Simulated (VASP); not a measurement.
Set up this calculation in VASP 6.6.1, as the native input.

```
Task                   : relaxation of cell and atoms
Functional             : PBEsol
Potentials or basis    : VASP PAW PBE potentials, release 64 (Al, Ga_d, N)
Cutoff                 : 600 eV
k mesh                 : 6 × 8 × 4
Occupations            : gaussian, width 0.02 eV
Spin                   : no spin polarisation
Target pressure        : 20 GPa
Dipole correction      : no
Further INCAR settings : ALGO = Normal; EDIFF = 1e-07; IBRION = 2; EDIFFG = -0.008; NSW = 70; ISIF = 3
```

The structure of Al3GaN4 lies in POSCAR:

```
Al3GaN4
1.0
    4.8939261553      0.0000000000     -0.0001368621
    0.0000000000      3.0434102679      0.0000000000
   -0.0034072788      0.0000000000      5.2668551044
Al Ga N
3 1 4
Direct
    0.5005366394      0.5000000000      0.1674528096
    0.0012948290      0.5000000000      0.8349434567
    0.0013988389      0.0000000000      0.3315455485
    0.4993896524      0.0000000000      0.6660751901
    0.1106476941      0.0000000000      0.6662817684
    0.1223445806      0.5000000000      0.1672593244
    0.6249180880      0.5000000000      0.8402149717
    0.6230686776      0.0000000000      0.3262279303
```

One way to write it, as run:

INCAR

```
PREC = Accurate
ENCUT = 600
EDIFF = 1E-7
ISMEAR = 0
SIGMA = 0.02
LREAL = F
LASPH = T
NELM = 80
ALGO = Normal
ISIF = 3
LWAVE = F
LCHARG = F
GGA = PS
IBRION = 2
NSW = 70
EDIFFG = -0.008
PSTRESS = 200.0
```

KPOINTS

```
regular mesh
0
Gamma
  6 8 4
```

Potentials or basis: VASP PAW PBE potentials, release 64 (Al, Ga_d, N).

Run with:

```bash
$ cat potpaw_PBE.64/Al/POTCAR potpaw_PBE.64/Ga_d/POTCAR potpaw_PBE.64/N/POTCAR > POTCAR
$ mpirun -np 1 vasp_std > vasp.out
```

It gave:

```yaml
Relaxed_volume: 9.82 Å³/atom
Relaxed_cell: a = 4.888 Å, b = 3.047 Å, c = 5.272 Å, α = 90.00°, β = 90.04°, γ = 90.00°
Space_group_after_relaxing_to_0.05_Å: Pm (No. 6)
Energy_change_on_relaxing_the_enthalpy_is_what_falls: -1.3 meV/atom
Ionic_steps: 7
Pressure_after_relaxing: 20.0 GPa
Largest_force_after_relaxing: 0.007 eV/Å
Band_gap_on_the_k_mesh: 4.17 eV, direct
```

Caveat: the cell is relaxed towards a set pressure, so the enthalpy falls and the energy may rise; the PAW data sets were made with another functional, which shifts forces and pressure a little.

It took 12 min on 1 thread of Oxide Virtual Turin-like Processor, with other jobs on the host, peak memory 0.27 GiB.
